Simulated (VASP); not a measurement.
# PtSe2 (P4_2/mnm) in VASP: notebook

The runs below take PtSe2 through single point, relaxation of cell and atoms, with PBE, r2SCAN, PBEsol.

Everything below comes from runs of VASP 6.6.1. Logs are shortened: lines on timing, memory, paths and dates and some standing lists are left out, and cuts for length are marked.

## 1. The cell of the first run

It takes space group P4_2/mnm (No. 136, tetragonal). Conventional cell: a = 5.801 Å, b = 5.801 Å, c = 4.009 Å, α = 90.00°, β = 90.00°, γ = 90.00°. Pt (site symmetry mmm) has 6 Se at 2.54 Å within 3.4 Å. Se (site symmetry m2m) has 3 Pt at 2.54 Å and 1 Se at 3.12 Å within 3.4 Å.

## 2. Single point, PBE

The input, INCAR:

```
SYSTEM = PtSe2
ALGO = Normal
EDIFF = 1E-6
ENCUT = 520
GGA = PE
ISIF = 2
ISMEAR = -1
LASPH = .TRUE.
LCHARG = .FALSE.
LREAL = .FALSE.
LWAVE = .FALSE.
NBANDS = 31
NELM = 80
PREC = Accurate
SIGMA = 0.02
```

The input, KPOINTS:

```
k-points
0
G
  4 4 6
  0 0 0
```

The input, POSCAR:

```
PtSe2
1.0
    5.8008420823      0.0000000000      0.0000000000
    0.0000000000      5.8008420823      0.0000000000
    0.0000000000      0.0000000000      4.0086147336
Pt Se
2 4
Direct
    0.0000000000      0.0000000000      0.0000000000
    0.5000000000      0.5000000000      0.5000000000
    0.3100953453      0.3100953453      0.0000000000
    0.1899046547      0.8100953453      0.5000000000
    0.8100953453      0.1899046547      0.5000000000
    0.6899046547      0.6899046547      0.0000000000
```

Potentials or basis: VASP PAW PBE potentials, release 64 (Pt, Se).

Command:

```sh
> cat potpaw_PBE.64/Pt/POTCAR potpaw_PBE.64/Se/POTCAR > POTCAR
> mpirun -np 1 vasp_std > vasp.out
```

OUTCAR:

```text
SYSTEM = PtSe2
   EDIFF = 1E-6
   ENCUT = 520
   GGA = PE
   ISIF = 2
   ISMEAR = -1
   LASPH = .TRUE.
   LREAL = .FALSE.
   NELM = 80
   PREC = Accurate

 ion  position               nearest neighbor table
   1  0.000  0.000  0.000-   4 2.54   5 2.54   4 2.54   5 2.54   3 2.54   6 2.54
   2  0.500  0.500  0.500-   3 2.54   6 2.54   3 2.54   6 2.54   5 2.54   4 2.54
   3  0.310  0.310  0.000-   2 2.54   2 2.54   1 2.54
   4  0.190  0.810  0.500-   1 2.54   1 2.54   2 2.54
   5  0.810  0.190  0.500-   1 2.54   1 2.54   2 2.54
   6  0.690  0.690  0.000-   2 2.54   2 2.54   1 2.54

  LATTYP: Found a simple tetragonal cell.
 ALAT       =     5.8008420823
 C/A-ratio  =     0.6910401415

  Lattice vectors:

 A1 = (   5.8008420823,   0.0000000000,   0.0000000000)
 A2 = (   0.0000000000,   5.8008420823,   0.0000000000)
 A3 = (   0.0000000000,   0.0000000000,   4.0086147336)

Analysis of symmetry for initial positions (statically):
=====================================================================
 Subroutine PRICEL returns:
 Original cell was already a primitive cell.

 Routine SETGRP: Setting up the symmetry group for a
 simple tetragonal supercell.

 Subroutine GETGRP returns: Found 16 space group operations
 (whereof  8 operations were pure point group operations)
 out of a pool of 16 trial point group operations.

The static configuration has the point symmetry D_2h.
 The point group associated with its full space group is D_4h.

Analysis of symmetry for dynamics (positions and initial velocities):
=====================================================================
 Subroutine PRICEL returns:
 Original cell was already a primitive cell.

 Routine SETGRP: Setting up the symmetry group for a
 simple tetragonal supercell.

 Subroutine GETGRP returns: Found 16 space group operations
 (whereof  8 operations were pure point group operations)
 out of a pool of 16 trial point group operations.

The dynamic configuration has the point symmetry D_2h.
 The point group associated with its full space group is D_4h.

 Subroutine INISYM returns: Found 16 space group operations
 (whereof  8 operations are pure point group operations),
 and found     1 'primitive' translations

----------------------------------------------------------------------------------------

                                     Primitive cell

  volume of cell :     134.8890

  direct lattice vectors                    reciprocal lattice vectors
     5.800842082  0.000000000  0.000000000     0.172388765  0.000000000  0.000000000
     0.000000000  5.800842082  0.000000000     0.000000000  0.172388765  0.000000000
     0.000000000  0.000000000  4.008614734     0.000000000  0.000000000  0.249462736

  length of vectors
     5.800842082  5.800842082  4.008614734     0.172388765  0.172388765  0.249462736

  position of ions in fractional coordinates (direct lattice)
     0.000000000  0.000000000  0.000000000
     0.500000000  0.500000000  0.500000000
     0.310095345  0.310095345  0.000000000
     0.189904655  0.810095345  0.500000000
     0.810095345  0.189904655  0.500000000
     0.689904655  0.689904655  0.000000000

  ion indices of the primitive-cell ions
   primitive index   ion index
                 1           1
                 2           2
                 3           3
                 4           4
                 5           5
                 6           6

----------------------------------------------------------------------------------------

 KPOINTS: k-points

Automatic generation of k-mesh.
 Grid dimensions read from file:
 generate k-points for:    4    4    6

 Generating k-lattice:

  Cartesian coordinates                     Fractional coordinates (reciprocal lattice)
     0.043097191  0.000000000  0.000000000     0.250000000  0.000000000  0.000000000
     0.000000000  0.043097191  0.000000000     0.000000000  0.250000000  0.000000000
     0.000000000  0.000000000  0.041577123     0.000000000  0.000000000  0.166666667

  Length of vectors
     0.043097191  0.043097191  0.041577123

  Shift w.r.t. Gamma in fractional coordinates (k-lattice)
     0.000000000  0.000000000  0.000000000

 Subroutine IBZKPT returns following result:
 ===========================================

 Found     24 irreducible k-points:

 Following reciprocal coordinates:
            Coordinates               Weight
  0.000000  0.000000  0.000000      1.000000
  0.250000  0.000000  0.000000      4.000000
  0.500000  0.000000  0.000000      2.000000
  0.250000  0.250000  0.000000      4.000000
  0.500000  0.250000  0.000000      4.000000
  0.500000  0.500000  0.000000      1.000000
[... 16 lines left out ...]
  0.500000  0.250000  0.500000      4.000000
  0.500000  0.500000  0.500000      1.000000
   k-points           NKPTS =     24   k-points in BZ     NKDIM =     24   number of bands    NBANDS=     31
   number of dos      NEDOS =    301   number of ions     NIONS =      6
   total plane-waves  NPLWV =  69120
   dimension x,y,z NGX =    48 NGY =   48 NGZ =   30
   dimension x,y,z NGXF=    96 NGYF=   96 NGZF=   60
   ions per type =               2   4
   NGX,Y,Z   is equivalent  to a cutoff of  13.76, 13.76, 12.44 a.u.
   NGXF,Y,Z  is equivalent  to a cutoff of  27.51, 27.51, 24.88 a.u.
 SYSTEM =  PtSe2
   PREC   = accura    normal or accurate (medium, high low for compatibility)
   ISTART =      0    job   : 0-new  1-cont  2-samecut
   ICHARG =      2    charge: 1-file 2-atom 10-const
   ISPIN  =      1    spin polarized calculation?
   LNONCOLLINEAR =      F non collinear calculations
   LSORBIT =      F    spin-orbit coupling
   LASPH  =      T    aspherical Exc in radial PAW
   ENCUT  =  520.0 eV  38.22 Ry    6.18 a.u.  10.79 10.79  7.45*2*pi/ulx,y,z
   NELM   =     80;   NELMIN=  2; NELMDL= -5     # of ELM steps
   EDIFF  = 0.1E-05   stopping-criterion for ELM
   LREAL  =      F    real-space projection
   EDIFFG = 0.1E-04   stopping-criterion for IOM
   NSW    =      0    number of steps for IOM
   IBRION =     -1    ionic relax: 0-MD 1-quasi-New 2-CG
   NFREE  =      0    steps in history (QN), initial steepest desc. (CG)
   ISIF   =      2    stress and relaxation
   ISYM   =      2    0-nonsym 1-usesym 2-fastsym
   POTIM  = 0.5000    time-step for ionic-motion
   TEBEG  =    0.0;   TEEND  =   0.0 temperature during run
   PSTRESS=    0.0 pullay stress
   NELECT =      44.0000    total number of electrons
   NUPDOWN=      -1.0000    fix difference up-down
   EMIN   =  10.00;   EMAX   =-10.00  energy-range for DOS
   EFERMI =   0.00;   METHOD = LEGACY
   ISMEAR =    -1;   SIGMA  =   0.02  broadening in eV -4-tet -1-fermi 0-gaus
   EFERMI_NEDOS =   21; number of points for ismear=-14 and -15
   IALGO  =     38    algorithm
   IMIX   =      4    mixing-type and parameters
     AMIX     =   0.40;   BMIX     =  1.00
     AMIX_MAG =   1.60;   BMIX_MAG =  1.00
  volume/ion in A,a.u.               =      22.48       151.71
  Fermi-wavevector in a.u.,A,eV,Ry     =   1.126939  2.129605 17.279271  1.269991
  Thomas-Fermi vector in A             =   2.263623
   LORBIT       =      0    0 simple, 1 ext, 2 COOP (PROOUT), +10 PAW based schemes
   GGA     = PE    functional components
   LHFCALC =     F    Hartree Fock is set to
   AEXX    =    0.0000 exact exchange contribution
   IVDW    =     0    specifies the selected vdW correction
   LEPSILON=     F    determine dielectric tensor
   LRPA    =     F    only Hartree local field effects (RPA)
 non-spin polarized calculation
  energy-cutoff  :      520.00
  volume of cell :      134.89
 maximum number of plane-waves:      3656
 NGX is ok and might be reduce to    48
   NGX = 21   NGY = 21   NGZ = 15

 number of electron      43.9999997 magnetization

 Free energy of the ion-electron system (eV)
  ---------------------------------------------------
  ext. energy  EPLUGINS =         0.00000000
  ---------------------------------------------------
  free energy    TOTEN  =       -26.59646696 eV

  energy without entropy =      -26.58047673  energy(sigma->0) =      -26.58847184

 E-fermi :   4.6340     XC(G=0): -10.1182

 val. band max:        4.5999952547   @ k =   0.2500   0.2500   0.1667
 cond. band min:       4.6354747129   @ k =   0.5000   0.2500   0.5000
 fundamental gap:      0.0354794582
 Fermi energy:         4.6339813404

 k-point     1 :       0.0000    0.0000    0.0000
  band No.  band energies     occupation
      1      -9.8657      2.00000
      2      -8.3532      2.00000
      3      -7.8438      2.00000
      4      -7.8438      2.00000
      5      -2.5865      2.00000
      6      -1.6256      2.00000
[... 23 lines left out ...]
     30       9.6774      0.00000
     31      11.0433      0.00000

 k-point     2 :       0.2500    0.0000    0.0000
  band No.  band energies     occupation
      1      -9.6871      2.00000
      2      -8.6167      2.00000
      3      -7.8873      2.00000
      4      -7.8588      2.00000
      5      -2.0943      2.00000
      6      -1.4437      2.00000
[... 23 lines left out ...]
     30      10.2007      0.00000
     31      11.8053      0.00000

 k-point     3 :       0.5000    0.0000    0.0000
  band No.  band energies     occupation
      1      -9.2023      2.00000
      2      -9.2023      2.00000
      3      -7.8875      2.00000
      4      -7.8875      2.00000
      5      -1.3170      2.00000
      6      -1.3170      2.00000
[... 23 lines left out ...]
     30      10.6939      0.00000
     31      12.5913      0.00000

 k-point     4 :       0.2500    0.2500    0.0000
  band No.  band energies     occupation
      1      -9.5391      2.00000
      2      -8.7626      2.00000
      3      -7.9210      2.00000
      4      -7.9012      2.00000
      5      -2.0952      2.00000
      6      -1.2546      2.00000
[... 635 lines left out ...]
     30      12.3342      0.00000
     31      13.0000      0.00000

 k-point    23 :       0.5000    0.2500    0.5000
  band No.  band energies     occupation
      1      -8.4574      2.00000
      2      -8.4574      2.00000
      3      -8.1404      2.00000
      4      -8.1404      2.00000
      5      -1.6894      2.00000
      6      -1.6894      2.00000
[... 23 lines left out ...]
     30      11.3948      0.00000
     31      13.2850      0.00000

 k-point    24 :       0.5000    0.5000    0.5000
  band No.  band energies     occupation
      1      -8.4944      2.00000
      2      -8.4944      2.00000
      3      -8.0756      2.00000
      4      -8.0756      2.00000
      5      -1.8361      2.00000
      6      -1.8361      2.00000
[... 23 lines left out ...]
     30      10.7318      0.00000
     31      12.8336      0.00000

------------------------ aborting loop because EDIFF is reached ----------------------------------------

  FORCE on cell =-STRESS in cart. coord.  units (eV):
  Direction    XX          YY          ZZ          XY          YZ          ZX
  --------------------------------------------------------------------------------------
  -------------------------------------------------------------------------------------
  Total       -0.0132762     -0.0132762     -0.0174387      0.0000000      0.0000000      0.0000000
  in kB       -0.1576909     -0.1576909     -0.2071323      0.0000000      0.0000000      0.0000000
  external PRESSURE =      -0.1741714 kB  Pullay stress =       0.0000000 kB

 VOLUME and BASIS-vectors are now :
 -----------------------------------------------------------------------------
  energy-cutoff  :      520.00
  volume of cell :      134.89
      direct lattice vectors                 reciprocal lattice vectors
     5.800842082  0.000000000  0.000000000     0.172388765  0.000000000  0.000000000
     0.000000000  5.800842082  0.000000000     0.000000000  0.172388765  0.000000000
     0.000000000  0.000000000  4.008614734     0.000000000  0.000000000  0.249462736

 POSITION                                       TOTAL-FORCE (eV/Angst)
 -----------------------------------------------------------------------------------
      0.00000      0.00000      0.00000         0.000000      0.000000      0.000000
      2.90042      2.90042      2.00431         0.000000      0.000000      0.000000
      1.79881      1.79881      0.00000         0.000727      0.000727     -0.000000
      1.10161      4.69924      2.00431        -0.000727      0.000727     -0.000000
      4.69924      1.10161      2.00431         0.000727     -0.000727      0.000000
      4.00203      4.00203      0.00000        -0.000727     -0.000727      0.000000
 -----------------------------------------------------------------------------------
    total drift:                                0.000000     -0.000000     -0.000000

  FREE ENERGIE OF THE ION-ELECTRON SYSTEM (eV)
  ---------------------------------------------------
  free  energy   TOTEN  =       -26.5964669624 eV

  energy  without entropy=      -26.5804767268  energy(sigma->0) =      -26.58847184
```

Wall time 55 s (1 thread of AMD EPYC 9R45 (Zen 5), shared host); peak memory 0.25 GiB.

What came out:

```yaml
Free_energy: -26.5965 eV
Pressure: 0.0 GPa
Band_gap_on_the_k_mesh: zero (bands 22 and 23 overlap by 0.37 eV)
```

Caveat: the structure was generated, so it needn't be the stable form of PtSe2; spin-orbit coupling is left out, which moves the levels of the heavy elements.

[end of part 1 of 2]

The gap in the log of VASP goes by the Fermi energy; the results here count the filled bands.